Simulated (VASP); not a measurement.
# InB2As3 (P-3m1) in VASP: notebook, part 2 of 3

VASP 6.6.1. The steps go on from the part before.

## (3) Single point, PBE

This run uses another cell than the first one, of 19.30 Å³/atom.

File INCAR:

```
PREC = Accurate ; ENCUT = 520
EDIFF = 1E-6 ; ISMEAR = 0
SIGMA = 0.1 ; LREAL = False
LASPH = True ; NELM = 100
ALGO = Normal ; ISIF = 2
LWAVE = False ; LCHARG = True
GGA = PE ; LELF = True
LVHAR = True ; NBANDS = 26
```

File KPOINTS:

```
Automatic mesh
0
Gamma
  6 6 4
```

File POSCAR:

```
InB2As3
1.0
    4.2973258600      0.0000000000      0.0000000000
   -2.1486629300      3.7215933600      0.0000000000
    0.0000000000      0.0000000000      7.2415552800
In B As
1 2 3
Direct
    0.0000000000      0.0000000000      0.5000000000
    0.3333333300      0.6666666700      0.2726259700
    0.6666666700      0.3333333300      0.7273740300
    0.0000000000      0.0000000000      0.0000000000
    0.0000000000      0.0000000000      0.7329366000
    0.0000000000      0.0000000000      0.2670634000
```

Potentials or basis: VASP PAW PBE potentials, release 64 (In_d, B, As).

The run is started by

```
$ cat potpaw_PBE.64/In_d/POTCAR potpaw_PBE.64/B/POTCAR potpaw_PBE.64/As/POTCAR > POTCAR
$ mpirun -np 1 vasp_std > vasp.out
```

OUTCAR:

```text
PREC = Accurate
   ENCUT = 520
   EDIFF = 1E-6
   ISMEAR = 0
   LREAL = False
   LASPH = True
   NELM = 100
   ISIF = 2
   GGA = PE

 ion  position               nearest neighbor table
   1  0.000  0.000  0.500-   5 1.69   6 1.69   2 2.98   3 2.98   2 2.98   3 2.98   3 2.98   2 2.98

   2  0.333  0.667  0.273-   6 2.48   6 2.48   6 2.48   1 2.98   1 2.98   1 2.98
   3  0.667  0.333  0.727-   5 2.48   5 2.48   5 2.48   1 2.98   1 2.98   1 2.98
   4  0.000  0.000  0.000-   5 1.93   6 1.93
   5  0.000  0.000  0.733-   1 1.69   4 1.93   3 2.48   3 2.48   3 2.48
   6  0.000  0.000  0.267-   1 1.69   4 1.93   2 2.48   2 2.48   2 2.48

 -----------------------------------------------------------------------------
|                                                                             |
|           W    W    AA    RRRRR   N    N  II  N    N   GGGG   !!!           |
|           W    W   A  A   R    R  NN   N  II  NN   N  G    G  !!!           |
|           W    W  A    A  R    R  N N  N  II  N N  N  G       !!!           |
|           W WW W  AAAAAA  RRRRR   N  N N  II  N  N N  G  GGG   !            |
|           WW  WW  A    A  R   R   N   NN  II  N   NN  G    G                |
|           W    W  A    A  R    R  N    N  II  N    N   GGGG   !!!           |
|                                                                             |
|     The distance between some ions is very small. Please check the          |
|     nearest-neighbor list in the OUTCAR file.                               |
|     I HOPE YOU KNOW WHAT YOU ARE DOING!                                     |
|                                                                             |
 -----------------------------------------------------------------------------

  LATTYP: Found a hexagonal cell.
 ALAT       =     4.2973258600
 C/A-ratio  =     1.6851305942

  Lattice vectors:

 A1 = (   4.2973258600,   0.0000000000,   0.0000000000)
 A2 = (  -2.1486629300,   3.7215933600,   0.0000000000)
 A3 = (   0.0000000000,   0.0000000000,   7.2415552800)

Analysis of symmetry for initial positions (statically):
[... 158 lines left out ...]
   LHFCALC =     F    Hartree Fock is set to
   AEXX    =    0.0000 exact exchange contribution
   IVDW    =     0    specifies the selected vdW correction
   LEPSILON=     F    determine dielectric tensor
   LRPA    =     F    only Hartree local field effects (RPA)
 non-spin polarized calculation
 Gauss-broadening in eV      SIGMA  =   0.10
  energy-cutoff  :      520.00
  volume of cell :      115.81
 maximum number of plane-waves:      3138
   NGX = 15   NGY = 15   NGZ = 27

 number of electron      33.9999999 magnetization

 Free energy of the ion-electron system (eV)
  ---------------------------------------------------
  ext. energy  EPLUGINS =         0.00000000
  ---------------------------------------------------
  free energy    TOTEN  =         6.80903951 eV

  energy without entropy =        6.81853859  energy(sigma->0) =        6.81378905

 E-fermi :   5.2629     XC(G=0):  -9.5364

 val. band max:        5.2202532099   @ k =   0.1667   0.0000   0.2500
 cond. band min:       5.2749627556   @ k =   0.0000   0.0000   0.2500
 fundamental gap:      0.0547095457
 Fermi energy:         5.2628951972

 k-point     1 :       0.0000    0.0000    0.0000
  band No.  band energies     occupation
      1     -17.1547      2.00000
      2     -14.3191      2.00000
      3     -14.3191      2.00000
      4     -12.3769      2.00000
      5     -12.3769      2.00000
      6     -10.3994      2.00000
[... 685 lines left out ...]
     25      10.6754      0.00000
     26      10.6810      0.00000

------------------------ aborting loop because EDIFF is reached ----------------------------------------

  FORCE on cell =-STRESS in cart. coord.  units (eV):
  Direction    XX          YY          ZZ          XY          YZ          ZX
  --------------------------------------------------------------------------------------
  -------------------------------------------------------------------------------------
  Total       -0.1760267     -0.1760267    198.9346032     -0.0000000      0.0000000      0.0000000
  in kB       -2.4351738     -2.4351738   2752.0850998     -0.0000000      0.0000000      0.0000000
  external PRESSURE =     915.7382507 kB  Pullay stress =       0.0000000 kB

 VOLUME and BASIS-vectors are now :
 -----------------------------------------------------------------------------
  energy-cutoff  :      520.00
  volume of cell :      115.81
      direct lattice vectors                 reciprocal lattice vectors
     4.297325860  0.000000000  0.000000000     0.232702856  0.134351057  0.000000000
    -2.148662930  3.721593360  0.000000000     0.000000000  0.268702113  0.000000000
     0.000000000  0.000000000  7.241555280     0.000000000  0.000000000  0.138091882

 POSITION                                       TOTAL-FORCE (eV/Angst)
 -----------------------------------------------------------------------------------
      0.00000      0.00000      3.62078        -0.000000      0.000000      0.000000
     -0.00000      2.48106      1.97424         0.000000      0.000000     -0.242006
      2.14866      1.24053      5.26732        -0.000000      0.000000      0.242006
      0.00000      0.00000      0.00000        -0.000000      0.000000      0.000000
      0.00000      0.00000      5.30760        -0.000000      0.000000     35.621781
      0.00000      0.00000      1.93395         0.000000     -0.000000    -35.621781
 -----------------------------------------------------------------------------------
    total drift:                               -0.000000     -0.000000      0.000000

  FREE ENERGIE OF THE ION-ELECTRON SYSTEM (eV)
  ---------------------------------------------------
  free  energy   TOTEN  =         6.8090395104 eV

  energy  without entropy=        6.8185385934  energy(sigma->0) =        6.81378905
```

OSZICAR:

```text
N       E                     dE             d eps       ncg     rms          rms(c)
DAV:   1     0.273430162667E+03    0.27343E+03   -0.14793E+04  1248   0.132E+03
DAV:   2     0.350279974676E+02   -0.23840E+03   -0.22558E+03  1308   0.311E+02
DAV:   3     0.665547078516E+01   -0.28373E+02   -0.27157E+02  1614   0.109E+02
DAV:   4     0.539739121872E+01   -0.12581E+01   -0.12415E+01  1516   0.231E+01
DAV:   5     0.535689542459E+01   -0.40496E-01   -0.40439E-01  1776   0.439E+00    0.169E+01
DAV:   6     0.638877866011E+01    0.10319E+01   -0.65883E-01  1740   0.132E+01    0.860E+00
DAV:   7     0.679458592396E+01    0.40581E+00   -0.60606E-01  1944   0.657E+00    0.164E+00
DAV:   8     0.680623942846E+01    0.11654E-01   -0.58341E-02  1608   0.202E+00    0.126E+00
DAV:   9     0.680816765564E+01    0.19282E-02   -0.84798E-03  1752   0.513E-01    0.460E-01
DAV:  10     0.680899659064E+01    0.82894E-03   -0.13271E-03  1806   0.446E-01    0.735E-02
DAV:  11     0.680905041925E+01    0.53829E-04   -0.47951E-04  1922   0.141E-01    0.469E-02
DAV:  12     0.680904133192E+01   -0.90873E-05   -0.42121E-05  1542   0.515E-02    0.158E-02
DAV:  13     0.680903974778E+01   -0.15841E-05   -0.48127E-06  1712   0.136E-02    0.141E-02
DAV:  14     0.680903951037E+01   -0.23740E-06   -0.90796E-07   964   0.572E-03
   1 F= 0.68090395E+01 E0= 0.68137891E+01  d E =-.949908E-02
```

stdout:

```text
POSCAR found type information on POSCAR InB As
 POSCAR found :  3 types and       6 ions
 scaLAPACK will be used
 LDA part: xc-table for (Slater+PW92), standard interpolation
 -----------------------------------------------------------------------------
|                                                                             |
|           W    W    AA    RRRRR   N    N  II  N    N   GGGG   !!!           |
|           W    W   A  A   R    R  NN   N  II  NN   N  G    G  !!!           |
|           W    W  A    A  R    R  N N  N  II  N N  N  G       !!!           |
|           W WW W  AAAAAA  RRRRR   N  N N  II  N  N N  G  GGG   !            |
|           WW  WW  A    A  R   R   N   NN  II  N   NN  G    G                |
|           W    W  A    A  R    R  N    N  II  N    N   GGGG   !!!           |
|                                                                             |
|     The distance between some ions is very small. Please check the          |
|     nearest-neighbor list in the OUTCAR file.                               |
|     I HOPE YOU KNOW WHAT YOU ARE DOING!                                     |
|                                                                             |
 -----------------------------------------------------------------------------

 POSCAR, INCAR and KPOINTS ok, starting setup
 FFT: planning ... GRIDC
 FFT: planning ... GRID_SOFT
 FFT: planning ... GRID
 WAVECAR not read
 entering main loop
```

It took 1.7 min on 1 thread of Intel Xeon 8259CL, shared host; peak memory 0.26 GiB.

Results:

| Item | Value |
| --- | --- |
| Free energy | 6.8090 eV |
| Pressure | 91.6 GPa |
| Largest force | 35.622 eV/Å |
| Band gap on the k mesh | zero (bands 17 and 18 overlap by 1.58 eV) |

Forces in eV/Å, atoms in the order of the input:
```
In    0.000   0.000   0.000
B     0.000   0.000  -0.242
B     0.000   0.000   0.242
As    0.000   0.000   0.000
As    0.000   0.000  35.622
As    0.000   0.000 -35.622
```

Caveat: atoms lie so close that the PAW spheres overlap strongly, which falsifies energies and pressures; the stress differs along the axes, from -0 to 275 GPa; spin-orbit coupling is left out, which moves the levels of the heavy elements; forces of over 1 eV/Å act on the atoms, so gaps and moduli don't describe the material at rest.

## (4) Single point, PBE

File INCAR:

```
SYSTEM = InB2As3
PREC = Accurate
ENCUT = 520
EDIFF = 1E-7
ISMEAR = 0
SIGMA = 0.1
LREAL = .False.
LASPH = .True.
NELM = 80
ALGO = Normal
ISIF = 2
LWAVE = .False.
LCHARG = .False.
GGA = PE
NBANDS = 26
```

File KPOINTS:

```
regular mesh
0
Gamma
  12 12 4
  0 0 0
```

File POSCAR:

```
InB2As3
1.0
    3.3381394931      0.0000000000      0.0000000000
   -1.6690697465      2.8909136025      0.0000000000
    0.0000000000      0.0000000000     11.8510312093
In B As
1 2 3
Direct
    0.0000000000      0.0000000000      0.5000000000
    0.3333333333      0.6666666667      0.2770008099
    0.6666666667      0.3333333333      0.7229991901
    0.0000000000      0.0000000000      0.0000000000
    0.0000000000      0.0000000000      0.7678182531
    0.0000000000      0.0000000000      0.2321817469
```

The run is started by

```
$ cat potpaw_PBE.64/In_d/POTCAR potpaw_PBE.64/B/POTCAR potpaw_PBE.64/As/POTCAR > POTCAR
$ mpirun -np 1 vasp_std > vasp.out
```

Run time: 6.5 min. Hardware: 1 thread of Intel Xeon 8259CL, shared host; peak memory 0.38 GiB.

The run converged. Its results:

```
Free energy            : -27.4093 eV
Pressure               : 0.3 GPa
Largest force          : 0.034 eV/Å
Band gap on the k mesh : zero (bands 17 and 18 overlap by 4.01 eV)
```

Forces on the atoms (eV/Å):
```
In   0.000  0.000  0.000
B    0.000  0.000  0.034
B    0.000  0.000 -0.034
As   0.000  0.000  0.000
As   0.000  0.000  0.027
As   0.000  0.000 -0.027
```

Stress tensor (GPa, compression positive):
```
0.43 0.00 0.00
0.00 0.43 0.00
0.00 0.00 0.07
```

Levels at points of the mesh, in eV from the Fermi level:
| k point | band 13 | band 14 | band 15 | band 16 | band 17 | band 18 | band 19 | band 20 | band 21 | band 22 |
| --- | --- | --- | --- | --- | --- | --- | --- | --- | --- | --- |
| (0.00, 0.00, 0.00) | -1.28 | -1.28 | -1.25 | -1.25 | 2.99 | 2.99 | 3.39 | 3.69 | 3.76 | 4.46 |
| (0.50, 0.00, 0.00) | -3.60 | -3.45 | -3.41 | -2.17 | -0.56 | 0.18 | 0.99 | 1.39 | 2.28 | 2.30 |
| (0.00, 0.00, 0.50) | -1.26 | -1.26 | -1.26 | 0.15 | 1.46 | 2.99 | 2.99 | 3.70 | 3.74 | 4.46 |
| (0.50, 0.00, 0.50) | -3.43 | -3.43 | -2.65 | -2.06 | -1.68 | 0.07 | 1.40 | 1.45 | 2.25 | 2.34 |

Caveat: spin-orbit coupling is left out, which moves the levels of the heavy elements.

(Part 2 of 3 ends here.)

The gap in the log of VASP goes by the Fermi energy; the results here count the filled bands.